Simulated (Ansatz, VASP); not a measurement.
**One calculation of CoO, two programs**

```
Co O
1.0
     3.19765    0.00000    0.00000
    -1.59882    2.76924    0.00000
     0.00000    0.00000    5.22871
Co O
2 2
Direct
  0.33333 0.66667 0.50336
  0.00000 0.00000 0.00347
  0.33333 0.66667 0.87156
  0.00000 0.00000 0.37161
```

Alike in both runs: task single point; functional PBEsol; k mesh 8 × 8 × 5; occupations fermi-dirac, width 0.05 eV; collinear spin; fixed moment 0 μB.

|  | VASP | Ansatz |
| --- | --- | --- |
| version | VASP 6.6.1 | Ansatz 0.2.0 |
| potentials or method | VASP PAW PBE potentials, release 64 (Co, O) | Ansatz PAW |
| plane-wave cutoff (eV) | 520 | 420 |
| valence electrons in the cell | 30 | 46 |

```tsv
	VASP	Ansatz	Ansatz less VASP
pressure (GPa)	-22.2	-22.2	-0.06
traceless stress, the component that is largest in VASP (GPa)	4.88	4.99	+0.103
rms of the force components (eV/Å)	0.074	0.071	-0.0026
net moment per atom (μB)	0.00	0.00	0.000
```

VASP's potentials were made for PBE, not for PBEsol. Atom by atom the forces differ by 0.003 eV/Å (rms over components). With one functional, cell and mesh, what is left measures potentials, basis and numerics. VASP's potentials hold 30 valence electrons a cell and Ansatz's 46, so a difference there can come from the potentials and not from the codes.
